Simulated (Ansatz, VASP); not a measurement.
SrO3: VASP beside Ansatz

```xyz
8
Lattice="-3.1261 3.1261 4.5493 3.1261 -3.1261 4.5493 3.1261 3.1261 -4.5493" Properties=species:S:1:pos:R:3 pbc="T T T"
Sr    0.0000    0.0000    4.5493
Sr    0.0000    0.0000    0.0000
O     2.6653   -0.4609    4.5493
O     0.4609    2.6653    4.5493
O     0.0000    0.0000    6.8240
O     0.4609    3.5870    0.0000
O     2.6653    0.4609    0.0000
O     0.0000    0.0000    2.2747
```

Alike in both runs: functional PBE; k mesh 4 × 4 × 4; occupations gaussian, width 0.1 eV; collinear spin.

Ansatz relaxed the structure, and its values are those at the end. VASP's run is a single point on that final structure, the one shown.

|  | VASP | Ansatz |
| --- | --- | --- |
| version | VASP 6.6.1 | Ansatz 0.2.0 |
| potentials or method | VASP PAW PBE potentials, release 64 (Sr_sv, O), cutoff 520 eV | scalar-relativistic, plane waves, PAW |
| valence electrons in the cell | 56 | 56 |

```tsv
	VASP	Ansatz	Ansatz less VASP
gap on the k mesh at the Fermi level (eV)	none	none	-
pressure (GPa)	0.2	-0.3	-0.57
rms of the force components (eV/Å)	0.204	0.008	-0.1969
net moment per atom (μB)	0.50	0.50	0.000
size of the moment on the site where the two differ most (μB)	0.50	0.37	-0.127
```

Site moments also hang on the region over which each program counts them. A gap of «none» marks a metal or a gap that the smearing closes. One of these differences is far larger than is usual between the two programs; its cause wasn't traced. The functional is the same, so the differences come from potentials, cutoffs and numerics.
